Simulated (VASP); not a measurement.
# NbTe2Mo3 (P4/mmm) in VASP: further runs

NbTe2Mo3 is run at these levels: PBE; tasks: single point.

All numbers are computed with VASP 6.6.1; they aren't measurements. Logs are shortened: lines on timing, memory, paths and dates and some standing lists are left out, and cuts for length are marked.

## (1) The cell of the first run

Symmetry: P4/mmm, No. 123, tetragonal system. The conventional cell has a = 3.319 Å, b = 3.319 Å, c = 9.863 Å, α = 90.00°, β = 90.00°, γ = 90.00°. Within 3.7 Å of Nb (site symmetry 4/mmm) lie 8 Mo at 2.83 Å and 2 Te at 3.24 Å and 4 Nb at 3.32 Å. Te (site symmetry 4mm) has 8 Mo at 2.87 to 2.90 Å and 1 Nb at 3.24 Å and 5 Te at 3.32 to 3.39 Å within 3.8 Å. Within 3.7 Å of Mo (site symmetry 4mm) lie 4 Nb at 2.83 Å and 4 Te at 2.87 Å and 6 Mo at 3.17 to 3.35 Å. Mo (site symmetry 4/mmm) has 8 Te at 2.90 Å and 6 Mo at 3.32 to 3.35 Å within 3.8 Å.

The cell was built from a structure type or drawn by symmetry, and may not be a known phase.

## (2) Single point, PBE

The input, INCAR:

```
SYSTEM = NbTe2Mo3
PREC = Accurate
ENCUT = 500
EDIFF = 1E-6
ISMEAR = 0
SIGMA = 0.2
LREAL = .FALSE.
LASPH = .TRUE.
NELM = 120
ALGO = Normal
ISIF = 2
LWAVE = .FALSE.
LCHARG = .TRUE.
GGA = PE
LELF = .TRUE.
LVHAR = .TRUE.
NBANDS = 42
GGA_COMPAT = .FALSE.
```

The input, KPOINTS:

```
Automatic mesh
0
G
  5 5 2
  0 0 0
```

The input, POSCAR:

```
NbTe2Mo3
1.0
    3.3185948169      0.0000000000      0.0000000000
    0.0000000000      3.3185948169      0.0000000000
    0.0000000000      0.0000000000      9.8628923586
Nb Te Mo
1 2 3
Direct
    0.0000000000      0.0000000000      0.0000000000
    0.0000000000      0.0000000000      0.3280559732
    0.0000000000      0.0000000000      0.6719440268
    0.5000000000      0.5000000000      0.1605700161
    0.5000000000      0.5000000000      0.5000000000
    0.5000000000      0.5000000000      0.8394299839
```

Potentials or basis: VASP PAW PBE potentials, release 64 (Nb_sv, Te, Mo_sv).

Run with:

```
> cat potpaw_PBE.64/Nb_sv/POTCAR potpaw_PBE.64/Te/POTCAR potpaw_PBE.64/Mo_sv/POTCAR > POTCAR
> mpirun -np 1 vasp_std > vasp.out
```

OUTCAR:

```text
SYSTEM = NbTe2Mo3
   PREC = Accurate
   ENCUT = 500
   EDIFF = 1E-6
   ISMEAR = 0
   LREAL = .FALSE.
   LASPH = .TRUE.
   NELM = 120
   ISIF = 2
   GGA = PE

 ion  position               nearest neighbor table
   1  0.000  0.000  0.000-   4 2.83   6 2.83   4 2.83   6 2.83   4 2.83   6 2.83   4 2.83   6 2.83
                             2 3.24   3 3.24
   2  0.000  0.000  0.328-   4 2.87   4 2.87   4 2.87   4 2.87   5 2.90   5 2.90   5 2.90   5 2.90
                             1 3.24   3 3.39
   3  0.000  0.000  0.672-   6 2.87   6 2.87   6 2.87   6 2.87   5 2.90   5 2.90   5 2.90   5 2.90
                             1 3.24   2 3.39
   4  0.500  0.500  0.161-   1 2.83   1 2.83   1 2.83   1 2.83   2 2.87   2 2.87   2 2.87   2 2.87
                             6 3.17   5 3.35
   5  0.500  0.500  0.500-   2 2.90   3 2.90   2 2.90   3 2.90   2 2.90   3 2.90   2 2.90   3 2.90
                             4 3.35   6 3.35
   6  0.500  0.500  0.839-   1 2.83   1 2.83   1 2.83   1 2.83   3 2.87   3 2.87   3 2.87   3 2.87
                             4 3.17   5 3.35

  LATTYP: Found a simple tetragonal cell.
 ALAT       =     3.3185948169
 C/A-ratio  =     2.9720086069

  Lattice vectors:

 A1 = (   3.3185948169,   0.0000000000,   0.0000000000)
 A2 = (   0.0000000000,   3.3185948169,   0.0000000000)
 A3 = (   0.0000000000,   0.0000000000,   9.8628923586)

Analysis of symmetry for initial positions (statically):
=====================================================================
 Subroutine PRICEL returns:
 Original cell was already a primitive cell.

 Routine SETGRP: Setting up the symmetry group for a
 simple tetragonal supercell.

 Subroutine GETGRP returns: Found 16 space group operations
 (whereof 16 operations were pure point group operations)
 out of a pool of 16 trial point group operations.

The static configuration has the point symmetry D_4h.

Analysis of symmetry for dynamics (positions and initial velocities):
=====================================================================
 Subroutine PRICEL returns:
 Original cell was already a primitive cell.

 Routine SETGRP: Setting up the symmetry group for a
 simple tetragonal supercell.

 Subroutine GETGRP returns: Found 16 space group operations
 (whereof 16 operations were pure point group operations)
 out of a pool of 16 trial point group operations.

The dynamic configuration has the point symmetry D_4h.

 Subroutine INISYM returns: Found 16 space group operations
 (whereof 16 operations are pure point group operations),
 and found     1 'primitive' translations

----------------------------------------------------------------------------------------

                                     Primitive cell

  volume of cell :     108.6207

  direct lattice vectors                    reciprocal lattice vectors
     3.318594817  0.000000000  0.000000000     0.301332358  0.000000000  0.000000000
     0.000000000  3.318594817  0.000000000     0.000000000  0.301332358  0.000000000
     0.000000000  0.000000000  9.862892359     0.000000000  0.000000000  0.101390136

  length of vectors
     3.318594817  3.318594817  9.862892359     0.301332358  0.301332358  0.101390136

  position of ions in fractional coordinates (direct lattice)
     0.000000000  0.000000000  0.000000000
     0.000000000  0.000000000  0.328055973
     0.000000000  0.000000000  0.671944027
     0.500000000  0.500000000  0.160570016
     0.500000000  0.500000000  0.500000000
     0.500000000  0.500000000  0.839429984

  ion indices of the primitive-cell ions
   primitive index   ion index
                 1           1
                 2           2
                 3           3
                 4           4
                 5           5
                 6           6

----------------------------------------------------------------------------------------

 KPOINTS: Automatic mesh

Automatic generation of k-mesh.
 Grid dimensions read from file:
 generate k-points for:    5    5    2

 Generating k-lattice:

  Cartesian coordinates                     Fractional coordinates (reciprocal lattice)
     0.060266472  0.000000000  0.000000000     0.200000000  0.000000000  0.000000000
     0.000000000  0.060266472  0.000000000     0.000000000  0.200000000  0.000000000
     0.000000000  0.000000000  0.050695068     0.000000000  0.000000000  0.500000000

  Length of vectors
     0.060266472  0.060266472  0.050695068

  Shift w.r.t. Gamma in fractional coordinates (k-lattice)
     0.000000000  0.000000000  0.000000000

 Subroutine IBZKPT returns following result:
 ===========================================

 Found     12 irreducible k-points:

 Following reciprocal coordinates:
            Coordinates               Weight
  0.000000  0.000000  0.000000      1.000000
  0.200000  0.000000  0.000000      4.000000
  0.400000  0.000000  0.000000      4.000000
  0.200000  0.200000  0.000000      4.000000
  0.400000  0.200000  0.000000      8.000000
  0.400000  0.400000  0.000000      4.000000
  0.000000  0.000000  0.500000      1.000000
  0.200000  0.000000  0.500000      4.000000
  0.400000  0.000000  0.500000      4.000000
  0.200000  0.200000  0.500000      4.000000
  0.400000  0.200000  0.500000      8.000000
  0.400000  0.400000  0.500000      4.000000
   k-points           NKPTS =     12   k-points in BZ     NKDIM =     12   number of bands    NBANDS=     42
   number of dos      NEDOS =    301   number of ions     NIONS =      6
   total plane-waves  NPLWV =  41472
   dimension x,y,z NGX =    24 NGY =   24 NGZ =   72
   dimension x,y,z NGXF=    48 NGYF=   48 NGZF=  144
   ions per type =               1   2   3
   NGX,Y,Z   is equivalent  to a cutoff of  12.02, 12.02, 12.14 a.u.
   NGXF,Y,Z  is equivalent  to a cutoff of  24.05, 24.05, 24.27 a.u.
 SYSTEM =  NbTe2Mo3
   PREC   = accura    normal or accurate (medium, high low for compatibility)
   ISTART =      0    job   : 0-new  1-cont  2-samecut
   ICHARG =      2    charge: 1-file 2-atom 10-const
   ISPIN  =      1    spin polarized calculation?
   LNONCOLLINEAR =      F non collinear calculations
   LSORBIT =      F    spin-orbit coupling
   LASPH  =      T    aspherical Exc in radial PAW
   ENCUT  =  500.0 eV  36.75 Ry    6.06 a.u.   6.05  6.05 17.98*2*pi/ulx,y,z
   NELM   =    120;   NELMIN=  2; NELMDL= -5     # of ELM steps
   EDIFF  = 0.1E-05   stopping-criterion for ELM
   LREAL  =      F    real-space projection
   EDIFFG = 0.1E-04   stopping-criterion for IOM
   NSW    =      0    number of steps for IOM
   IBRION =     -1    ionic relax: 0-MD 1-quasi-New 2-CG
   NFREE  =      0    steps in history (QN), initial steepest desc. (CG)
   ISIF   =      2    stress and relaxation
   ISYM   =      2    0-nonsym 1-usesym 2-fastsym
   POTIM  = 0.5000    time-step for ionic-motion
   TEBEG  =    0.0;   TEEND  =   0.0 temperature during run
   PSTRESS=    0.0 pullay stress
   NELECT =      67.0000    total number of electrons
   NUPDOWN=      -1.0000    fix difference up-down
   EMIN   =  10.00;   EMAX   =-10.00  energy-range for DOS
   EFERMI =   0.00;   METHOD = LEGACY
   ISMEAR =     0;   SIGMA  =   0.20  broadening in eV -4-tet -1-fermi 0-gaus
   EFERMI_NEDOS =   21; number of points for ismear=-14 and -15
   IALGO  =     38    algorithm
   IMIX   =      4    mixing-type and parameters
     AMIX     =   0.40;   BMIX     =  1.00
     AMIX_MAG =   1.60;   BMIX_MAG =  1.00
  volume/ion in A,a.u.               =      18.10       122.17
  Fermi-wavevector in a.u.,A,eV,Ry     =   1.393570  2.633466 26.423029  1.942038
  Thomas-Fermi vector in A             =   2.517203
   LORBIT       =      0    0 simple, 1 ext, 2 COOP (PROOUT), +10 PAW based schemes
   GGA     = PE    functional components
   LHFCALC =     F    Hartree Fock is set to
   AEXX    =    0.0000 exact exchange contribution
   IVDW    =     0    specifies the selected vdW correction
   LEPSILON=     F    determine dielectric tensor
   LRPA    =     F    only Hartree local field effects (RPA)
 non-spin polarized calculation
 Gauss-broadening in eV      SIGMA  =   0.20
  energy-cutoff  :      500.00
  volume of cell :      108.62
 maximum number of plane-waves:      2784
   NGX = 13   NGY = 13   NGZ = 35

 number of electron      66.9999992 magnetization

 Free energy of the ion-electron system (eV)
  ---------------------------------------------------
  ext. energy  EPLUGINS =         0.00000000
  ---------------------------------------------------
  free energy    TOTEN  =       -47.66982572 eV

  energy without entropy =      -47.53722273  energy(sigma->0) =      -47.60352423

 E-fermi :  12.2249     XC(G=0): -12.4154

 val. band max:       12.2172803679   @ k =   0.2000   0.0000   0.5000
 cond. band min:      12.2437736820   @ k =   0.4000   0.2000   0.5000
 fundamental gap:      0.0264933141
 Fermi energy:        12.2248509459

 k-point     1 :       0.0000    0.0000    0.0000
  band No.  band energies     occupation
      1     -48.6690      2.00000
      2     -48.4026      2.00000
      3     -48.3913      2.00000
      4     -42.6132      2.00000
      5     -22.7780      2.00000
      6     -22.7462      2.00000
[... 34 lines left out ...]
     41      13.6750      0.00000
     42      14.6558      0.00000

 k-point     2 :       0.2000    0.0000    0.0000
  band No.  band energies     occupation
      1     -48.6652      2.00000
      2     -48.3982      2.00000
      3     -48.3875      2.00000
      4     -42.6084      2.00000
      5     -22.8046      2.00000
      6     -22.7695      2.00000
[... 34 lines left out ...]
     41      14.4367      0.00000
     42      15.1499      0.00000

 k-point     3 :       0.4000    0.0000    0.0000
  band No.  band energies     occupation
      1     -48.6591      2.00000
      2     -48.3910      2.00000
      3     -48.3813      2.00000
      4     -42.6007      2.00000
      5     -22.8977      2.00000
      6     -22.7558      2.00000
[... 357 lines left out ...]
      4     -42.5945      2.00000
      5     -22.8890      2.00000
      6     -22.7872      2.00000
[... 34 lines left out ...]
     41      14.8754      0.00000
     42      15.2325      0.00000

 k-point    12 :       0.4000    0.4000    0.5000
  band No.  band energies     occupation
      1     -48.6497      2.00000
      2     -48.3810      2.00000
      3     -48.3718      2.00000
      4     -42.5845      2.00000
      5     -22.8759      2.00000
      6     -22.8738      2.00000
[... 34 lines left out ...]
     41      14.9266      0.00000
     42      15.1381      0.00000

------------------------ aborting loop because EDIFF is reached ----------------------------------------

  FORCE on cell =-STRESS in cart. coord.  units (eV):
  Direction    XX          YY          ZZ          XY          YZ          ZX
  --------------------------------------------------------------------------------------
  -------------------------------------------------------------------------------------
  Total       -0.0378811     -0.0378811     -0.4882967      0.0000000      0.0000000     -0.0000000
  in kB       -0.5587532     -0.5587532     -7.2024721      0.0000000      0.0000000     -0.0000000
  external PRESSURE =      -2.7733262 kB  Pullay stress =       0.0000000 kB

 VOLUME and BASIS-vectors are now :
 -----------------------------------------------------------------------------
  energy-cutoff  :      500.00
  volume of cell :      108.62
      direct lattice vectors                 reciprocal lattice vectors
     3.318594817  0.000000000  0.000000000     0.301332358  0.000000000  0.000000000
     0.000000000  3.318594817  0.000000000     0.000000000  0.301332358  0.000000000
     0.000000000  0.000000000  9.862892359     0.000000000  0.000000000  0.101390136

 POSITION                                       TOTAL-FORCE (eV/Angst)
 -----------------------------------------------------------------------------------
      0.00000      0.00000      0.00000        -0.000000      0.000000      0.000000
      0.00000      0.00000      3.23558         0.000000      0.000000      0.017111
      0.00000      0.00000      6.62731        -0.000000      0.000000     -0.017111
      1.65930      1.65930      1.58368        -0.000000      0.000000      0.031794
      1.65930      1.65930      4.93145        -0.000000      0.000000      0.000000
      1.65930      1.65930      8.27921        -0.000000     -0.000000     -0.031794
 -----------------------------------------------------------------------------------
    total drift:                                0.000000     -0.000000      0.000000

  FREE ENERGIE OF THE ION-ELECTRON SYSTEM (eV)
  ---------------------------------------------------
  free  energy   TOTEN  =       -47.6698257215 eV

  energy  without entropy=      -47.5372227309  energy(sigma->0) =      -47.60352423
```

It took 43 s on 1 thread of AMD EPYC 9R45 (Zen 5), shared host; peak memory 0.18 GiB.

What came out:

| Quantity | Value |
| --- | --- |
| Free energy | -47.6698 eV |
| Pressure | -0.3 GPa |
| Largest force | 0.032 eV/Å |
| Band gap on the k mesh | zero (an odd number of electrons rules out a gap without spin polarisation) |

Forces in eV/Å, atoms in the order of the input:
```
Nb   0.000  0.000  0.000
Te   0.000  0.000  0.017
Te   0.000  0.000 -0.017
Mo   0.000  0.000  0.032
Mo   0.000  0.000  0.000
Mo   0.000  0.000 -0.032
```

Stress tensor (GPa, compression positive):
```
-0.06  0.00  0.00
 0.00 -0.06  0.00
 0.00  0.00 -0.72
```

Caveat: the k points lie up to 0.38 Å⁻¹ apart, too coarse for converged energies and pressures of a metal; spin-orbit coupling is left out, which moves the levels of the heavy elements.

## (3) Single point, PBE

This run uses another cell than the first one, of 24.18 Å³/atom.

The input, INCAR:

```
SYSTEM = NbTe2Mo3
PREC = Accurate
ENCUT = 500
EDIFF = 1E-6
ISMEAR = 0
SIGMA = 0.2
LREAL = .False.
LASPH = .True.
NELM = 120
ALGO = Normal
ISIF = 2
LWAVE = .False.
LCHARG = .False.
GGA = PE
NBANDS = 42
GGA_COMPAT = .False.
```

The input, KPOINTS:

```
regular mesh
0
Gamma
  3 3 4
  0 0 0
```

The input, POSCAR:

```
NbTe2Mo3
1.0
    5.5127038610      0.0000000000      0.0000000000
    0.0000000000      5.5127038610      0.0000000000
    0.0000000000      0.0000000000      4.7740636499
Nb Te Mo
1 2 3
Direct
    0.5000000000      0.5000000000      0.0000000000
    0.0000000000      0.5000000000      0.0000000000
    0.5000000000      0.0000000000      0.0000000000
    0.0000000000      0.0000000000      0.0000000000
    0.0000000000      0.0000000000      0.5000000000
    0.5000000000      0.5000000000      0.5000000000
```

Potentials or basis: VASP PAW PBE potentials, release 64 (Nb_sv, Te, Mo_sv).

Run with:

```
> cat potpaw_PBE.64/Nb_sv/POTCAR potpaw_PBE.64/Te/POTCAR potpaw_PBE.64/Mo_sv/POTCAR > POTCAR
> mpirun -np 1 vasp_std > vasp.out
```

Wall time 49 s (1 thread of AMD EPYC 9R45 (Zen 5), shared host); peak memory 0.21 GiB.

It converged, with:

| Item | Value |
| --- | --- |
| Free energy | -39.7494 eV |
| Pressure | 0.0 GPa |
| Band gap on the k mesh | zero (an odd number of electrons rules out a gap without spin polarisation) |

Stress tensor (GPa, compression positive):
```
-0.34  0.00  0.00
 0.00 -0.34  0.00
 0.00  0.00  0.78
```

Levels at points of the mesh, in eV from the Fermi level:
```csv
k point,band 30,band 31,band 32,band 33,band 34,band 35,band 36,band 37
"(0.00, 0.00, 0.00)",-1.87,-1.65,-1.65,-1.07,-0.75,-0.19,0.23,0.54
"(0.00, 0.00, 0.50)",-0.62,-0.62,-0.22,-0.14,0.12,0.12,0.22,0.37
```

Caveat: the k points lie up to 0.38 Å⁻¹ apart, too coarse for converged energies and pressures of a metal; spin-orbit coupling is left out, which moves the levels of the heavy elements.

## (4) Single point, PBE

The input, INCAR:

```
PREC     = Accurate       # precision mode
ENCUT    = 500            # plane-wave cutoff, eV
EDIFF    = 1E-6           # SCF threshold, eV
ISMEAR   = 0              # smearing method
SIGMA    = 0.2            # smearing width, eV
LREAL    = False          # projectors in reciprocal space
LASPH    = True           # aspherical terms in the spheres
NELM     = 120            # most SCF steps
ALGO     = Normal         # electronic algorithm
ISIF     = 2              # what is computed and relaxed
LWAVE    = False          # write WAVECAR
LCHARG   = False          # write CHGCAR
GGA      = PE             # functional
NBANDS   = 42             # bands
GGA_COMPAT= False
```

The input, KPOINTS:

```
Automatic mesh
0
Gamma
  5 5 2
```

The input, POSCAR:

```
NbTe2Mo3
1.0
    3.3193483476      0.0000000000      0.0000000000
    0.0000000000      3.3193483476      0.0000000000
    0.0000000000      0.0000000000      9.8401095309
Nb Te Mo
1 2 3
Direct
    0.5000000000      0.5000000000      0.0000000000
    0.5000000000      0.5000000000      0.3286024448
    0.5000000000      0.5000000000      0.6713975552
    0.0000000000      0.0000000000      0.8389789304
    0.0000000000      0.0000000000      0.1610210696
    0.0000000000      0.0000000000      0.5000000000
```

Run with:

```
> cat potpaw_PBE.64/Nb_sv/POTCAR potpaw_PBE.64/Te/POTCAR potpaw_PBE.64/Mo_sv/POTCAR > POTCAR
> mpirun -np 1 vasp_std > vasp.out
```

Run time: 50 s. Hardware: 1 thread of AMD EPYC 9R45 (Zen 5), shared host; peak memory 0.18 GiB.

It converged, with:

```yaml
Free_energy: -47.6704 eV
Pressure: 0.0 GPa
Largest_force: 0.056 eV/Å
Band_gap_on_the_k_mesh: zero (an odd number of electrons rules out a gap without spin polarisation)
```

Forces on the atoms (eV/Å):
```
Nb   0.000  0.000  0.000
Te   0.000  0.000 -0.056
Te   0.000  0.000  0.056
Mo   0.000  0.000 -0.001
Mo   0.000  0.000  0.001
Mo   0.000  0.000  0.000
```

Stress tensor (GPa, compression positive):
```
 0.07  0.00  0.00
 0.00  0.07  0.00
 0.00  0.00 -0.16
```

Levels at points of the mesh, in eV from the Fermi level:
```csv
k point,band 30,band 31,band 32,band 33,band 34,band 35,band 36,band 37
"(0.00, 0.00, 0.00)",-0.38,-0.24,-0.24,0.43,0.47,0.71,0.74,0.77
"(0.00, 0.00, 0.50)",-0.38,0.05,0.05,0.05,0.18,0.18,0.46,0.67
```

Caveat: the k points lie up to 0.38 Å⁻¹ apart, too coarse for converged energies and pressures of a metal; spin-orbit coupling is left out, which moves the levels of the heavy elements.

(Part 1 of 2 ends here.)
